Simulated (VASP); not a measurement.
# AlPt (Pm-3m) in VASP: a series of runs

The runs below take AlPt through single point, with PBEsol.

Program: VASP 6.6.1. These are calculated values, not measurements. Logs are shortened: lines on timing, memory, paths and dates and some standing lists are left out, and cuts for length are marked.

## Step 1: The cell of the first run

The structure is cubic, space group Pm-3m (No. 221). The conventional cell has a = 3.092 Å, b = 3.092 Å, c = 3.092 Å, α = 90.00°, β = 90.00°, γ = 90.00°. Al (site symmetry m-3m) has 8 Pt at 2.68 Å and 6 Al at 3.09 Å within 3.5 Å. Within 3.5 Å of Pt (site symmetry m-3m) lie 8 Al at 2.68 Å and 6 Pt at 3.09 Å.

## Step 2: Single point, PBEsol

INCAR reads:

```
SYSTEM = AlPt
PREC = Accurate
ENCUT = 500
EDIFF = 1E-6
ISMEAR = 1
SIGMA = 0.15
LREAL = .False.
LASPH = .True.
NELM = 120
ALGO = Normal
ISIF = 2
LWAVE = .False.
LCHARG = .True.
GGA = PS
LELF = .True.
LVHAR = .True.
NBANDS = 14
GGA_COMPAT = .False.
```

KPOINTS reads:

```
regular mesh
0
Gamma
  9 9 9
  0 0 0
```

POSCAR reads:

```
AlPt
1.0
    3.0915460000      0.0000000000      0.0000000000
    0.0000000000      3.0915460000      0.0000000000
    0.0000000000      0.0000000000      3.0915460000
Al Pt
1 1
Direct
    0.0000000000      0.0000000000      0.0000000000
    0.5000000000      0.5000000000      0.5000000000
```

Potentials or basis: VASP PAW PBE potentials, release 64 (Al, Pt).

The run is started by

```bash
cat potpaw_PBE.64/Al/POTCAR potpaw_PBE.64/Pt/POTCAR > POTCAR
mpirun -np 1 vasp_std > vasp.out
```

OUTCAR:

```text
SYSTEM = AlPt
   PREC = Accurate
   ENCUT = 500
   EDIFF = 1E-6
   ISMEAR = 1
   LREAL = .False.
   LASPH = .True.
   NELM = 120
   ISIF = 2
   GGA = PS

 ion  position               nearest neighbor table
   1  0.000  0.000  0.000-   2 2.68   2 2.68   2 2.68   2 2.68   2 2.68   2 2.68   2 2.68   2 2.68

   2  0.500  0.500  0.500-   1 2.68   1 2.68   1 2.68   1 2.68   1 2.68   1 2.68   1 2.68   1 2.68

  LATTYP: Found a simple cubic cell.
 ALAT       =     3.0915460000

  Lattice vectors:

 A1 = (   3.0915460000,   0.0000000000,   0.0000000000)
 A2 = (   0.0000000000,   3.0915460000,   0.0000000000)
 A3 = (   0.0000000000,   0.0000000000,   3.0915460000)

Analysis of symmetry for initial positions (statically):
=====================================================================
 Subroutine PRICEL returns:
 Original cell was already a primitive cell.

 Routine SETGRP: Setting up the symmetry group for a
 simple cubic supercell.

 Subroutine GETGRP returns: Found 48 space group operations
 (whereof 48 operations were pure point group operations)
 out of a pool of 48 trial point group operations.

The static configuration has the point symmetry O_h .

Analysis of symmetry for dynamics (positions and initial velocities):
=====================================================================
 Subroutine PRICEL returns:
 Original cell was already a primitive cell.

 Routine SETGRP: Setting up the symmetry group for a
 simple cubic supercell.

 Subroutine GETGRP returns: Found 48 space group operations
 (whereof 48 operations were pure point group operations)
 out of a pool of 48 trial point group operations.

The dynamic configuration has the point symmetry O_h .

 Subroutine INISYM returns: Found 48 space group operations
 (whereof 48 operations are pure point group operations),
 and found     1 'primitive' translations

----------------------------------------------------------------------------------------

                                     Primitive cell

  volume of cell :      29.5479

  direct lattice vectors                    reciprocal lattice vectors
     3.091546000  0.000000000  0.000000000     0.323462759  0.000000000  0.000000000
     0.000000000  3.091546000  0.000000000     0.000000000  0.323462759  0.000000000
     0.000000000  0.000000000  3.091546000     0.000000000  0.000000000  0.323462759

  length of vectors
     3.091546000  3.091546000  3.091546000     0.323462759  0.323462759  0.323462759

  position of ions in fractional coordinates (direct lattice)
     0.000000000  0.000000000  0.000000000
     0.500000000  0.500000000  0.500000000

  ion indices of the primitive-cell ions
   primitive index   ion index
                 1           1
                 2           2

----------------------------------------------------------------------------------------

 KPOINTS: regular mesh

Automatic generation of k-mesh.
 Grid dimensions read from file:
 generate k-points for:    9    9    9

 Generating k-lattice:

  Cartesian coordinates                     Fractional coordinates (reciprocal lattice)
     0.035940307  0.000000000  0.000000000     0.111111111  0.000000000  0.000000000
     0.000000000  0.035940307  0.000000000     0.000000000  0.111111111  0.000000000
     0.000000000  0.000000000  0.035940307     0.000000000  0.000000000  0.111111111

  Length of vectors
     0.035940307  0.035940307  0.035940307

  Shift w.r.t. Gamma in fractional coordinates (k-lattice)
     0.000000000  0.000000000  0.000000000

 Subroutine IBZKPT returns following result:
 ===========================================

 Found     35 irreducible k-points:

 Following reciprocal coordinates:
            Coordinates               Weight
  0.000000  0.000000  0.000000      1.000000
  0.111111  0.000000  0.000000      6.000000
  0.222222  0.000000  0.000000      6.000000
  0.333333  0.000000  0.000000      6.000000
  0.444444  0.000000  0.000000      6.000000
  0.111111  0.111111  0.000000     12.000000
[... 16 lines left out ...]
  0.333333  0.333333  0.111111     24.000000
  0.444444  0.333333  0.111111     48.000000
 [... further k-points ...]
   k-points           NKPTS =     35   k-points in BZ     NKDIM =     35   number of bands    NBANDS=     14
   number of dos      NEDOS =    301   number of ions     NIONS =      2
   total plane-waves  NPLWV =  13824
   dimension x,y,z NGX =    24 NGY =   24 NGZ =   24
   dimension x,y,z NGXF=    48 NGYF=   48 NGZF=   48
   ions per type =               1   1
   NGX,Y,Z   is equivalent  to a cutoff of  12.91, 12.91, 12.91 a.u.
   NGXF,Y,Z  is equivalent  to a cutoff of  25.81, 25.81, 25.81 a.u.
 SYSTEM =  AlPt
   PREC   = accura    normal or accurate (medium, high low for compatibility)
   ISTART =      0    job   : 0-new  1-cont  2-samecut
   ICHARG =      2    charge: 1-file 2-atom 10-const
   ISPIN  =      1    spin polarized calculation?
   LNONCOLLINEAR =      F non collinear calculations
   LSORBIT =      F    spin-orbit coupling
   LASPH  =      T    aspherical Exc in radial PAW
   ENCUT  =  500.0 eV  36.75 Ry    6.06 a.u.   5.64  5.64  5.64*2*pi/ulx,y,z
   NELM   =    120;   NELMIN=  2; NELMDL= -5     # of ELM steps
   EDIFF  = 0.1E-05   stopping-criterion for ELM
   LREAL  =      F    real-space projection
   EDIFFG = 0.1E-04   stopping-criterion for IOM
   NSW    =      0    number of steps for IOM
   IBRION =     -1    ionic relax: 0-MD 1-quasi-New 2-CG
   NFREE  =      0    steps in history (QN), initial steepest desc. (CG)
   ISIF   =      2    stress and relaxation
   ISYM   =      2    0-nonsym 1-usesym 2-fastsym
   POTIM  = 0.5000    time-step for ionic-motion
   TEBEG  =    0.0;   TEEND  =   0.0 temperature during run
   PSTRESS=    0.0 pullay stress
   NELECT =      13.0000    total number of electrons
   NUPDOWN=      -1.0000    fix difference up-down
   EMIN   =  10.00;   EMAX   =-10.00  energy-range for DOS
   EFERMI =   0.00;   METHOD = LEGACY
   ISMEAR =     1;   SIGMA  =   0.15  broadening in eV -4-tet -1-fermi 0-gaus
   EFERMI_NEDOS =   21; number of points for ismear=-14 and -15
   IALGO  =     38    algorithm
   IMIX   =      4    mixing-type and parameters
     AMIX     =   0.40;   BMIX     =  1.00
     AMIX_MAG =   1.60;   BMIX_MAG =  1.00
  volume/ion in A,a.u.               =      14.77        99.70
  Fermi-wavevector in a.u.,A,eV,Ry     =   1.245127  2.352948 21.093665  1.550341
  Thomas-Fermi vector in A             =   2.379363
   LORBIT       =      0    0 simple, 1 ext, 2 COOP (PROOUT), +10 PAW based schemes
   GGA     = PS    functional components
   LHFCALC =     F    Hartree Fock is set to
   AEXX    =    0.0000 exact exchange contribution
   IVDW    =     0    specifies the selected vdW correction
   LEPSILON=     F    determine dielectric tensor
   LRPA    =     F    only Hartree local field effects (RPA)
 non-spin polarized calculation
 Methfessel and Paxton  Order N= 1 SIGMA  =   0.15
  energy-cutoff  :      500.00
  volume of cell :       29.55
 maximum number of plane-waves:       758
 NGX is ok and might be reduce to    24
   NGX = 11   NGY = 11   NGZ = 11

 number of electron      12.9999997 magnetization

 Free energy of the ion-electron system (eV)
  ---------------------------------------------------
  ext. energy  EPLUGINS =         0.00000000
  ---------------------------------------------------
  free energy    TOTEN  =       -12.91626689 eV

  energy without entropy =      -12.91530053  energy(sigma->0) =      -12.91594477

 E-fermi :  10.5772     XC(G=0): -12.1985

 val. band max:       10.5380335013   @ k =   0.3333   0.1111   0.1111
 cond. band min:      10.6655208651   @ k =   0.3333   0.3333   0.0000
 fundamental gap:      0.1274873637
 Fermi energy:        10.5772371270

 k-point     1 :       0.0000    0.0000    0.0000
  band No.  band energies     occupation
      1      -0.9256      2.00000
      2       5.0489      2.00000
      3       5.0489      2.00000
      4       8.0103      2.00000
      5       8.0103      2.00000
      6       8.0103      2.00000
      7      14.4871      0.00000
      8      14.4871      0.00000
      9      14.4871      0.00000
     10      19.6780      0.00000
     11      19.6780      0.00000
     12      20.1927      0.00000
     13      28.3674      0.00000
     14      28.3674      0.00000

 k-point     2 :       0.1111    0.0000    0.0000
  band No.  band energies     occupation
      1      -0.7006      2.00000
      2       5.1111      2.00000
      3       5.1250      2.00000
      4       7.7977      2.00000
      5       7.7977      2.00000
      6       8.0325      2.00000
      7      13.2840     -0.00000
      8      14.8898      0.00000
      9      14.8898      0.00000
     10      19.2663      0.00000
     11      19.9790      0.00000
     12      21.5531      0.00000
     13      27.2663      0.00000
     14      27.2663      0.00000

 k-point     3 :       0.2222    0.0000    0.0000
  band No.  band energies     occupation
      1      -0.0466      2.00000
      2       5.2148      2.00000
      3       5.2754      2.00000
      4       7.3305      2.00000
      5       7.3305      2.00000
      6       8.0893      2.00000
      7      11.3971     -0.00000
      8      15.9266      0.00000
      9      15.9266      0.00000
     10      18.3370      0.00000
     11      20.2486      0.00000
     12      24.5061      0.00000
     13      25.1641      0.00000
     14      25.1641      0.00000
[... 324 lines left out ...]
 k-point    23 :       0.3333    0.3333    0.1111
  band No.  band energies     occupation
      1       2.6115      2.00000
      2       4.7869      2.00000
      3       6.1176      2.00000
      4       6.5182      2.00000
      5       7.1734      2.00000
      6       7.3264      2.00000
      7      11.0552     -0.00006
      8      12.7232     -0.00000
      9      16.4581      0.00000
     10      17.4614      0.00000
     11      21.3784      0.00000
     12      22.6848      0.00000
     13      22.7609      0.00000
     14      27.2286      0.00000

 k-point    24 :       0.4444    0.3333    0.1111
  band No.  band energies     occupation
      1       3.1793      2.00000
      2       4.5994      2.00000
      3       6.0460      2.00000
      4       6.4485      2.00000
      5       7.3313      2.00000
      6       7.9512      2.00000
      7       9.9876      2.00000
      8      13.2099     -0.00000
      9      15.0236      0.00000
     10      17.9991      0.00000
     11      20.8877      0.00000
     12      21.8404      0.00000
     13      24.2718      0.00000
     14      26.2584      0.00000

 [... further k-points ...]
[... 5 lines left out ...]
  --------------------------------------------------------------------------------------
  -------------------------------------------------------------------------------------
  Total       -1.0782894     -1.0782894     -1.0782894      0.0000000      0.0000000     -0.0000000
  in kB      -58.4680710    -58.4680710    -58.4680710      0.0000000      0.0000000     -0.0000000
  external PRESSURE =     -58.4680710 kB  Pullay stress =       0.0000000 kB

 VOLUME and BASIS-vectors are now :
 -----------------------------------------------------------------------------
  energy-cutoff  :      500.00
  volume of cell :       29.55
      direct lattice vectors                 reciprocal lattice vectors
     3.091546000  0.000000000  0.000000000     0.323462759  0.000000000  0.000000000
     0.000000000  3.091546000  0.000000000     0.000000000  0.323462759  0.000000000
     0.000000000  0.000000000  3.091546000     0.000000000  0.000000000  0.323462759

 POSITION                                       TOTAL-FORCE (eV/Angst)
 -----------------------------------------------------------------------------------
      0.00000      0.00000      0.00000         0.000000      0.000000      0.000000
      1.54577      1.54577      1.54577         0.000000      0.000000      0.000000
 -----------------------------------------------------------------------------------
    total drift:                                0.000000     -0.000000     -0.000000

  FREE ENERGIE OF THE ION-ELECTRON SYSTEM (eV)
  ---------------------------------------------------
  free  energy   TOTEN  =       -12.9162668931 eV

  energy  without entropy=      -12.9153005343  energy(sigma->0) =      -12.91594477
```

Run time: 4.6 s. Hardware: 1 thread of Intel Xeon 6975P-C (Granite Rapids), shared host; peak memory 0.13 GiB.

Results:

```
Free energy : -12.9163 eV
Pressure    : -5.8 GPa
```

Caveat: the PAW data sets were made with another functional, which shifts forces and pressure a little; spin-orbit coupling is left out, which moves the levels of the heavy elements.

## Step 3: Single point, PBEsol, non-collinear spin, zero start, spin-orbit coupling

INCAR reads:

```
SYSTEM = AlPt
ALGO = Normal ; EDIFF = 1E-6
ENCUT = 500 ; GGA = PS
GGA_COMPAT = .False. ; ISIF = 2
ISMEAR = 1 ; LASPH = .True.
LCHARG = .False. ; LMAXMIX = 4
LORBIT = 11 ; LORBMOM = .True.
LREAL = .False. ; LSORBIT = .True.
LWAVE = .False. ; MAGMOM = 0 0 0 0 0 0
NBANDS = 25 ; NELM = 200
PREC = Accurate ; SIGMA = 0.15
```

KPOINTS reads:

```
k-points
0
Gamma
  9 9 9
  0 0 0
```

POSCAR is that of step 2.

Potentials or basis: VASP PAW PBE potentials, release 64 (Al, Pt).

The run is started by

```bash
cat potpaw_PBE.64/Al/POTCAR potpaw_PBE.64/Pt/POTCAR > POTCAR
mpirun -np 1 vasp_ncl > vasp.out
```

It took 15 s on 1 thread of Intel Xeon 6975P-C (Granite Rapids), shared host; peak memory 0.21 GiB.

Results (log left out):

```yaml
Free_energy: -13.2293 eV
Pressure: -6.0 GPa
Net_moment: 0.00 μB per cell
Valence_electrons_inside_the_program's_atomic_spheres: Al 0.71; Pt 9.47
```

Moments on the atoms (μB; x, y, z):
```
Al  0.00 0.00 0.00
Pt  0.00 0.00 0.00
```

Caveat: the PAW data sets were made with another functional, which shifts forces and pressure a little.
